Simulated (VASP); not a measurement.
CuO:

```
Cu O
1.0
     0.00000    2.14441    2.14441
     2.14441    0.00000    2.14441
     2.14441    2.14441    0.00000
Cu O
1 1
Direct
  0.02950 0.02810 0.90803
  0.47050 0.47190 0.59197
```

Base run:

| Item | Value |
| --- | --- |
| Program | VASP 6.6.1 |
| Functional | PBEsol |
| Potentials or basis | VASP PAW PBE potentials, release 64 (Cu, O) |
| Cutoff | 520 eV |
| k mesh | 11 × 11 × 11 |
| Occupations | fermi-dirac, width 0.05 eV |
| Spin | no spin polarisation |

Its results: band gap on the k mesh zero (an odd number of electrons rules out a gap without spin polarisation); pressure 1.9 GPa; largest force 0.590 eV/Å.

Q: The run is repeated on the same cell with these changes: functional from PBEsol to PBE. What comes out?

A: Band gap on the k mesh zero (an odd number of electrons rules out a gap without spin polarisation); pressure 10.6 GPa; largest force 0.744 eV/Å.

PBE binds less tightly than PBEsol, so the same cell stands under more pressure.

Caveats: an odd number of electrons without spin polarisation forces a metal; a magnetic or distorted state may lie lower; semilocal functionals often make such compounds metallic where correlation or magnetic order opens a gap, which also shifts bond lengths; the PAW data sets were made with another functional, which shifts forces and pressure a little (at least some runs); the cell stands under pressure (at least some runs).
